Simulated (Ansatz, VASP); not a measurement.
**Two plane-wave programs on Ti2Te2S**

```
CELL_PARAMETERS angstrom
3.61742 0.00000 0.00000
-1.80871 3.13278 0.00000
0.00000 0.00000 10.21894
ATOMIC_POSITIONS crystal
Ti 0.66667 0.33333 0.87567
Ti 0.33333 0.66667 0.12433
Te 0.33333 0.66667 0.69275
Te 0.66667 0.33333 0.30725
S 0.00000 0.00000 0.00000
```

Alike in both runs: functional PBE; k mesh 12 × 12 × 4; occupations gaussian, width 0.1 eV; no spin polarisation.

Ansatz relaxed the structure, and its values are those at the end. VASP's run is a single point on that final structure, the one shown.

```csv
,VASP,Ansatz
version,VASP 6.6.1,Ansatz 0.2.0
potentials or method,"VASP PAW PBE potentials, release 64 (Ti_sv, Te, S), cutoff 520 eV","scalar-relativistic, plane waves, PAW"
valence electrons in the cell,42,62
```

```tsv
	VASP	Ansatz	Ansatz less VASP
gap on the k mesh at the Fermi level (eV)	none	none	-
pressure (GPa)	0.0	0.0	-0.04
rms of the force components (eV/Å)	0.004	0.000	-0.0039
```

A gap of «none» marks a metal or a gap that the smearing closes. VASP's potentials hold 42 valence electrons a cell and Ansatz's 62, so a difference there can come from the potentials and not from the codes.

Spin-orbit coupling is off throughout.
